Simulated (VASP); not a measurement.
Set up this calculation in VASP 6.6.1, as the native input.

| Quantity | Value |
| --- | --- |
| Task | single point |
| Functional | PBE |
| Potentials or basis | VASP PAW PBE potentials, release 64 (Si, Ni) |
| Cutoff | 520 eV |
| k mesh | 11 × 11 × 1 |
| Occupations | gaussian, width 0.1 eV |
| Spin | no spin polarisation |
| Dipole correction | yes |
| Further INCAR settings | ALGO = Fast; EDIFF = 1e-07; NBANDS = 54 |

The structure of SiNi lies in POSCAR:

```
SiNi
1.0
    3.0552835563      0.0000000000      0.0000000000
    0.0000000000      3.2583147307      0.0000000000
    0.0000000000      0.0000000000     27.6511424869
Si Ni
6 6
Direct
    0.0000000000      0.0000000000      0.2716094251
    0.5000000000      0.5000000000      0.3872819996
    0.0000000000      0.0000000000      0.4415672620
    0.5000000000      0.5000000000      0.5584327355
    0.0000000000      0.0000000000      0.6127179995
    0.5000000000      0.5000000000      0.7283905751
    0.5000000000      0.5000000000      0.3025309558
    0.0000000000      0.0000000000      0.3572848774
    0.5000000000      0.5000000000      0.4731986972
    0.0000000000      0.0000000000      0.5268013000
    0.5000000000      0.5000000000      0.6427151242
    0.0000000000      0.0000000000      0.6974690485
```

These files were run (other wordings do the same):

INCAR

```
SYSTEM = SiNi
PREC     = Accurate       ! precision mode
ENCUT    = 520            ! plane-wave cutoff, eV
EDIFF    = 1E-7           ! SCF threshold, eV
ISMEAR   = 0              ! smearing method
SIGMA    = 0.1            ! smearing width, eV
LREAL    = .False.        ! projectors in reciprocal space
LASPH    = .True.         ! aspherical terms in the spheres
NELM     = 60             ! most SCF steps
ALGO     = Fast           ! electronic algorithm
ISIF     = 2              ! what is computed and relaxed
LWAVE    = .False.        ! write WAVECAR
LCHARG   = .False.        ! write CHGCAR
LDIPOL   = .True.       
IDIPOL   = 3            
DIPOL    = 0.5 0.5 0.500
GGA      = PE             ! functional
NBANDS   = 54             ! bands
```

KPOINTS

```
Automatic mesh
0
Gamma
  11 11 1
  0 0 0
```

Potentials or basis: VASP PAW PBE potentials, release 64 (Si, Ni).

The run is started by

```console
$ cat potpaw_PBE.64/Si/POTCAR potpaw_PBE.64/Ni/POTCAR > POTCAR
$ mpirun -np 1 vasp_std > vasp.out
```

Results of the run:

The largest force is 0.016 eV/Å and the band gap on the k mesh is zero (bands 42 and 43 overlap by 1.31 eV).

Run time: 11 min on 1 thread of Oxide Virtual Turin-like Processor (shared host), peak memory 0.56 GiB.
